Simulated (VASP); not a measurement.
A run of VASP 6.6.1 is set up as follows.

Contents of INCAR:

```
PREC     = Accurate       # precision mode
ENCUT    = 520            # plane-wave cutoff, eV
EDIFF    = 1E-7           # SCF threshold, eV
ISMEAR   = -1             # smearing method
SIGMA    = 0.1            # smearing width, eV
LREAL    = F              # projectors in reciprocal space
LASPH    = T              # aspherical terms in the spheres
NELM     = 100            # most SCF steps
ALGO     = Normal         # electronic algorithm
ISIF     = 2              # what is computed and relaxed
LWAVE    = F              # write WAVECAR
LCHARG   = F              # write CHGCAR
GGA      = RE             # functional
NBANDS   = 9              # bands
```

File KPOINTS:

```
regular mesh
0
Gamma
  13 13 13
```

File POSCAR:

```
Te
1.0
    0.0000000000      2.5276135911      2.5276135911
    2.5276135911      0.0000000000      2.5276135911
    2.5276135911      2.5276135911      0.0000000000
Te
1
Direct
    0.0000000000      0.0000000000      0.0000000000
```

Potentials or basis: VASP PAW PBE potentials, release 64 (Te).

The run is started by

```sh
$ cat potpaw_PBE.64/Te/POTCAR > POTCAR
$ mpirun -np 1 vasp_std > vasp.out
```

Question: What does it give for the pressure?

Answer: -4.3 GPa.

Question: What does it give for the band gap on the k mesh?

Answer: Zero (bands 3 and 4 overlap by 3.89 eV).

Caveat: the cell stands under tension; the PAW data sets were made with another functional, which shifts forces and pressure a little; spin-orbit coupling is left out, which moves the levels of the heavy elements.
